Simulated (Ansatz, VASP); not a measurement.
**SnO2 in VASP and in Ansatz**

```
CELL_PARAMETERS angstrom
4.73800 0.00000 0.00000
0.00000 4.73800 0.00000
0.00000 0.00000 3.28209
ATOMIC_POSITIONS crystal
Sn 0.00000 0.00000 0.00000
Sn 0.50000 0.50000 0.50000
O 0.30667 0.30667 0.00000
O 0.19333 0.80667 0.50000
O 0.69333 0.69333 0.00000
O 0.80667 0.19333 0.50000
```

Change from the starting cell: z stretched by +3 %, ions relaxed.

Alike in both runs: functional PBE; k mesh 7 × 7 × 9; occupations fermi-dirac, width 0.02 eV; no spin polarisation.

Ansatz relaxed the structure, and its values are those at the end. VASP's run is a single point on that final structure, the one shown.

|  | VASP | Ansatz |
| --- | --- | --- |
| version | VASP 6.6.1 | Ansatz 0.2.0 |
| potentials or method | VASP PAW PBE potentials, release 64 (Sn_d, O) | plane-wave PAW, scalar-relativistic |
| plane-wave cutoff (eV) | 520 | 420 |
| valence electrons in the cell | 52 | 52 |

```tsv
	VASP	Ansatz	Ansatz less VASP
gap on the k mesh at the Fermi level (eV)	0.83	0.84	+0.010
pressure (GPa)	4.1	3.5	-0.64
rms of the force components (eV/Å)	0.004	0.000	-0.0038
```

Ansatz's warnings: stress scf threshold loose.
